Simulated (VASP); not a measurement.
# TiO2: single point with PBE+D3(BJ)

TiO2, a slab with vacuum:

```
CELL_PARAMETERS angstrom
2.95426 0.00000 0.00000
0.00000 6.51693 0.00000
0.00000 0.00000 26.06665
ATOMIC_POSITIONS crystal
O 0.00000 0.00000 0.32609
O 0.50000 0.30438 0.37499
O 0.50000 0.69562 0.37499
O 0.00000 0.00000 0.42390
O 0.00000 0.50000 0.45109
O 0.50000 0.79787 0.49970
O 0.50000 0.20213 0.49970
O 0.00000 0.50000 0.54911
O 0.00000 0.00000 0.57458
O 0.50000 0.31346 0.63128
O 0.50000 0.68654 0.63128
O 0.00000 0.00000 0.67269
Ti 0.00000 0.50000 0.37499
Ti 0.50000 0.00000 0.37499
Ti 0.00000 0.00000 0.50181
Ti 0.50000 0.50000 0.49813
Ti 0.00000 0.50000 0.61911
Ti 0.50000 0.00000 0.63119
```

* Program: VASP 6.6.1
* Task: single point
* Functional: PBE
* Dispersion: D3(BJ)
* Potentials or basis: VASP PAW PBE potentials, release 64 (O, Ti_sv)
* Cutoff: 520 eV
* k mesh: 9 × 4 × 1
* Occupations: gaussian, width 0.05 eV
* Spin: no spin polarisation

The largest force is 3.060 eV/Å. The band gap on the k mesh is 0.95 eV (least direct gap 1.03 eV) and the dispersion energy per atom is -0.193 eV.

Forces in eV/Å, atoms in the order of the input:
```
O    0.000  0.000  1.732
O    0.000  1.942 -0.765
O    0.000 -1.942 -0.765
O    0.000  0.000  1.576
O    0.000  0.000 -1.230
O    0.000 -0.003 -0.006
O    0.000  0.003 -0.006
O    0.000  0.000 -0.036
O    0.000  0.000  0.029
O    0.000 -0.048  0.014
O    0.000  0.048  0.014
O    0.000  0.000  0.115
Ti   0.000  0.000  2.401
Ti   0.000  0.000 -3.060
Ti   0.000  0.000 -0.025
Ti   0.000  0.000  0.009
Ti   0.000  0.000  0.075
Ti   0.000  0.000 -0.074
```

Levels at points of the mesh, in eV from the valence-band top:
| k point | band 69 | band 70 | band 71 | band 72 | band 73 | band 74 | band 75 | band 76 |
| --- | --- | --- | --- | --- | --- | --- | --- | --- |
| (0.00, 0.00, 0.00) | -0.50 | -0.19 | -0.16 | -0.08 | 0.95 | 1.23 | 1.42 | 1.49 |
| (0.00, 0.50, 0.00) | -0.73 | -0.30 | -0.18 | -0.14 | 0.99 | 1.41 | 1.60 | 2.09 |

It took 18 min on 1 thread of AMD EPYC 9R45 96-Core Processor (Zen 5), on a shared host, peak memory 0.7 GiB.
